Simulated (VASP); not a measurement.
Write the native input for VASP 6.6.1 that does the following.

```yaml
Task: single point
Functional: r2SCAN
Potentials_or_basis: VASP PAW PBE potentials, release 64 (Be, S)
Cutoff: 520 eV
k_mesh: 4 × 4 × 4
Occupations: gaussian, width 0.01 eV
Spin: no spin polarisation
Dipole_correction: no
Further_INCAR_settings: ALGO = Normal; EDIFF = 1e-06; NBANDS = 11
```

BeS:

```
CELL_PARAMETERS angstrom
0.00000 2.43431 2.43431
2.43431 0.00000 2.43431
2.43431 2.43431 0.00000
ATOMIC_POSITIONS crystal
Be 0.00000 0.00000 0.00000
S 0.25000 0.25000 0.25000
```

These files were run (other wordings do the same):

POSCAR

```
BeS
1.0
    0.0000000000      2.4343062282      2.4343062282
    2.4343062282      0.0000000000      2.4343062282
    2.4343062282      2.4343062282      0.0000000000
Be S
1 1
Direct
    0.0000000000      0.0000000000      0.0000000000
    0.2500000000      0.2500000000      0.2500000000
```

INCAR.step1

```
PREC = Accurate
ENCUT = 520
ISMEAR = 0
SIGMA = 0.01
LREAL = F
LASPH = T
NELM = 60
NBANDS = 11
GGA = PE
ALGO = Normal
EDIFF = 1E-4
LWAVE = T
LCHARG = F
```

INCAR.step2

```
PREC = Accurate
ENCUT = 520
EDIFF = 1E-6
ISMEAR = 0
SIGMA = 0.01
LREAL = F
LASPH = T
NELM = 60
ALGO = Normal
ISIF = 2
LWAVE = F
LCHARG = F
METAGGA = R2SCAN
LMIXTAU = T
NBANDS = 11
ISTART = 1
```

KPOINTS

```
Automatic mesh
0
Gamma
  4 4 4
```

Potentials or basis: VASP PAW PBE potentials, release 64 (Be, S).

The run is started by

```console
$ cat potpaw_PBE.64/Be/POTCAR potpaw_PBE.64/S/POTCAR > POTCAR
$ cp INCAR.step1 INCAR
$ mpirun -np 1 vasp_std > vasp.out
$ cp INCAR.step2 INCAR
$ mpirun -np 1 vasp_std > vasp.out
```

It gave:

```
Pressure               : 0.8 GPa
Band gap on the k mesh : 3.59 eV, indirect (least direct gap 6.25 eV)
```

Caveat: the k points lie up to 0.56 Å⁻¹ apart; the PAW data sets were made with another functional, which shifts forces and pressure a little.

Run time: 14 s on 1 thread of AMD EPYC 7R13 Processor (Zen 3), with other jobs on the host, peak memory 0.12 GiB.
